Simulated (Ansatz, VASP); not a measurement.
## One calculation of Na, two programs

INCAR

```
SYSTEM = Na
PREC = Accurate
ENCUT = 520
EDIFF = 1E-8
ISMEAR = -1
SIGMA = 0.05
LREAL = .False.
LASPH = .True.
NELM = 80
ALGO = Normal
ISIF = 2
LWAVE = .False.
LCHARG = .False.
GGA = PE
LEFG = .True.
NBANDS = 10
```

File KPOINTS:

```
regular mesh
0
Gamma
  12 12 12
  0 0 0
```

The input POSCAR:

```
Na
1.0
   -2.1175000000      2.1175000000      2.1810250000
    2.1175000000     -2.1175000000      2.1810250000
    2.1175000000      2.1175000000     -2.1810250000
Na
1
Direct
    0.0000000000      0.0000000000      0.0000000000
```

Input for Ansatz:

```yaml
crystal:
  lattice:
    - [-2.1175, 2.1175, 2.181025]
    - [2.1175, -2.1175, 2.181025]
    - [2.1175, 2.1175, -2.181025]
  atoms:
    - { symbol: Na, position: [0.0, 0.0, 0.0] }
kpoints:
  mp_grid: { grid: [12, 12, 12] }
scf:
  occupations: { method: fermi_dirac, width: 0.05 }
hamiltonian:
  xc: pbe
  pseudopotentials: { kind: paw }
output:
  forces: true
  stress: true
  eigenvalues: true
  efg: { contact_densities: true }
```

Change from the starting cell: zz strain of +3 %, PAW files.

Alike in both runs: task electric field gradients; functional PBE; k mesh 12 × 12 × 12; occupations fermi-dirac, width 0.05 eV; no spin polarisation.

|  | VASP | Ansatz |
| --- | --- | --- |
| version | VASP 6.6.1 | Ansatz 0.2.0 |
| potentials or method | VASP PAW PBE potentials, release 64 (Na_pv) | PAW with Ansatz's default frozen-core files, scalar-relativistic |
| plane-wave cutoff (eV) | 520 | 420 |
| valence electrons in the cell | 7 | 9 |

```tsv
	VASP	Ansatz	Ansatz less VASP
pressure (GPa)	-0.4	-0.4	0.00
```

The functional is the same, so the differences come from potentials, cutoffs and numerics. VASP's potentials hold 7 valence electrons a cell and Ansatz's 9, so a difference there can come from the potentials and not from the codes.
